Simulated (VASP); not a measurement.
BaTiO3 (Barioperovskite): single point with r2SCAN

The system is BaTiO3 (Barioperovskite).

```xyz
5
Lattice="4.0284 0.0000 0.0000 0.0000 2.9046 2.9213 0.0000 -2.9046 2.9213" Properties=species:S:1:pos:R:3 pbc="T T T"
Ba    0.0000    0.0000    0.0700
Ti    2.0142    0.0000    3.0924
O     0.0000    0.0000    2.8583
O     2.0142   -1.3943    4.2839
O     2.0142    1.3943    4.2839
```

This cell differs from its parent crystal: strain +1.6%.

| Item | Value |
| --- | --- |
| Program | VASP 6.6.1 |
| Task | single point |
| Functional | r2SCAN |
| Potentials or basis | VASP PAW PBE potentials, release 64 (Ba_sv, Ti_sv, O) |
| Cutoff | 520 eV |
| k mesh | 6 × 6 × 6 |
| Occupations | gaussian, width 0.01 eV |
| Spin | no spin polarisation |
| Dipole correction | no |
| Further INCAR settings | ALGO = Normal; EDIFF = 1e-06; NBANDS = 28 |

- Pressure: -3.7 GPa
- Largest force: 0.209 eV/Å
- Band gap on the k mesh: 2.79 eV, indirect (least direct gap 3.36 eV)

Forces in eV/Å, atoms in the order of the input:
```
Ba   0.000  0.000 -0.036
Ti   0.000  0.000 -0.209
O    0.000  0.000  0.019
O    0.000 -0.099  0.113
O    0.000  0.099  0.113
```

Stress tensor (GPa, compression positive):
```
-5.48  0.00  0.00
 0.00 -3.11  0.00
 0.00  0.00 -2.49
```

Levels at points of the mesh, in eV from the valence-band top:
| k point | band 16 | band 17 | band 18 | band 19 | band 20 | band 21 | band 22 | band 23 | band 24 | band 25 |
| --- | --- | --- | --- | --- | --- | --- | --- | --- | --- | --- |
| (0.00, 0.00, 0.00) | -1.48 | -1.18 | -0.75 | -0.66 | -0.58 | 2.79 | 3.01 | 3.16 | 4.61 | 4.78 |
| (0.50, 0.00, 0.00) | -2.20 | -1.50 | -1.42 | -1.35 | -1.33 | 3.22 | 3.90 | 4.19 | 4.68 | 5.89 |
| (0.00, 0.50, 0.00) | -1.92 | -1.72 | -1.65 | -1.09 | -0.87 | 2.98 | 4.06 | 4.09 | 4.63 | 6.21 |
| (0.50, 0.50, 0.00) | -2.48 | -1.79 | -1.07 | -0.99 | -0.08 | 4.05 | 4.12 | 4.42 | 4.98 | 7.71 |
| (0.00, 0.50, 0.50) | -2.61 | -1.65 | -0.93 | -0.82 | -0.36 | 4.07 | 4.12 | 4.33 | 5.27 | 7.66 |
| (0.50, 0.50, 0.50) | -2.52 | -2.45 | -0.30 | -0.04 | 0.00 | 4.44 | 4.55 | 4.70 | 6.71 | 6.91 |

It took 2.2 min on 1 thread of Intel(R) Xeon(R) 6975P-C (Granite Rapids) (shared host), peak memory 0.25 GiB.

Caveat: the cell differs from its parent crystal (strain +1.6%); the PAW data sets were made with another functional, which shifts forces and pressure a little; spin-orbit coupling is left out, which moves the levels of the heavy elements. A k mesh can miss the band edges.
